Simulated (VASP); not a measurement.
## Au: electric field gradients with PBE

The system is Au.

```
Au
1.0
     2.87100    0.00000    0.00000
    -1.43550    2.48636    0.00000
     0.00000    0.00000    4.88000
Au
2
Direct
  0.33333 0.66667 0.75000
  0.66667 0.33333 0.25000
```

This cell differs from its parent crystal: equal xx and yy strain of -1 %.

* Program: VASP 6.6.1
* Task: electric field gradients
* Functional: PBE
* Potentials or basis: VASP PAW PBE potentials, release 64 (Au)
* Cutoff: 520 eV
* k mesh: 14 × 14 × 8
* Occupations: fermi-dirac, width 0.03 eV
* Spin: no spin polarisation
* Dipole correction: no
* Further INCAR settings: ALGO = Normal; EDIFF = 1e-08; NBANDS = 18

The pressure is 5.0 GPa. The band gap on the k mesh is zero (bands 11 and 12 overlap by 6.51 eV) and the largest electric field gradient by atom is Au +26.7 V/Å².

Stress tensor (GPa, compression positive):
```
5.35 0.00 0.00
0.00 5.35 0.00
0.00 0.00 4.18
```

Levels at points of the mesh, in eV from the Fermi level:
```
           k point  band 9  band 10  band 11  band 12  band 13  band 14
(0.00, 0.00, 0.00)   -3.45    -2.19    -2.19    -1.13     2.42    14.66
(0.50, 0.00, 0.00)   -1.84    -1.68     0.39     1.59     5.62     7.15
(0.00, 0.00, 0.50)   -2.63    -2.63    -2.63    -2.63    10.22    10.22
(0.50, 0.00, 0.50)   -1.75    -1.75     0.51     0.51     3.89     3.89
```

Electric field gradients, principal values (V/Å²):
```
atom    least   middle  greatest (by size)
1 Au  -13.360  -13.360              26.720
2 Au  -13.360  -13.360              26.720
```

Run time: 75 s on 1 thread of AMD EPYC 7R13, with other jobs on the host, peak memory 0.17 GiB.

Caveat: the cell differs from its parent crystal (equal xx and yy strain of -1 %); the cell stands under pressure; without QUAD_EFG the Cq values of the log hold for a quadrupole moment of 1 mb, not for the nuclei; spin-orbit coupling is left out, which moves the levels of the heavy elements.
